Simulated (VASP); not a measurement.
Wanted: the native input for a VASP 6.6.1 run.

- Task: single point
- Functional: PBE
- Potentials or basis: VASP PAW PBE potentials, release 64 (K_sv, Cr_pv)
- Cutoff: 520 eV
- k mesh: 6 × 6 × 6
- Occupations: gaussian, width 0.1 eV
- Spin: collinear spin, ferromagnetic start
- Starting moments: [0.13, 4.82] μB
- Dipole correction: no
- Further INCAR settings: ALGO = Fast; EDIFF = 1e-06; NBANDS = 22

The structure of KCr lies in POSCAR:

```
KCr
1.0
    4.2486297836      0.0000000000      0.0000000000
    0.0000000000      4.2486297836      0.0000000000
    0.0000000000      0.0000000000      4.2486297836
K Cr
1 1
Direct
    0.0000000000      0.0000000000      0.0000000000
    0.5000000000      0.5000000000      0.5000000000
```

The input as run:

INCAR

```
SYSTEM = KCr
PREC = Accurate ; ENCUT = 520
EDIFF = 1E-6 ; ISMEAR = 0
SIGMA = 0.1 ; LREAL = .False.
LASPH = .True. ; NELM = 150
ALGO = Fast ; ISIF = 2
LWAVE = .False. ; LCHARG = .True.
ISPIN = 2 ; MAGMOM = 0.13 4.82
LORBIT = 11 ; LMAXMIX = 4
GGA = PE ; LELF = .True.
LVHAR = .True. ; NBANDS = 22
```

KPOINTS

```
Automatic mesh
0
Gamma
  6 6 6
  0 0 0
```

Potentials or basis: VASP PAW PBE potentials, release 64 (K_sv, Cr_pv).

Run with:

```bash
$ cat potpaw_PBE.64/K_sv/POTCAR potpaw_PBE.64/Cr_pv/POTCAR > POTCAR
$ mpirun -np 1 vasp_std > vasp.out
```

It gave:

The pressure is 0.1 GPa. The net moment is 5.17 μB per cell. The site moments are K +0.02; Cr +4.25 μB and the valence electrons inside the program's atomic spheres are K 7.57; Cr 10.49.

It took 37 s on 1 thread of Intel(R) Xeon(R) 6975P-C (Granite Rapids), on a shared host, peak memory 0.22 GiB.
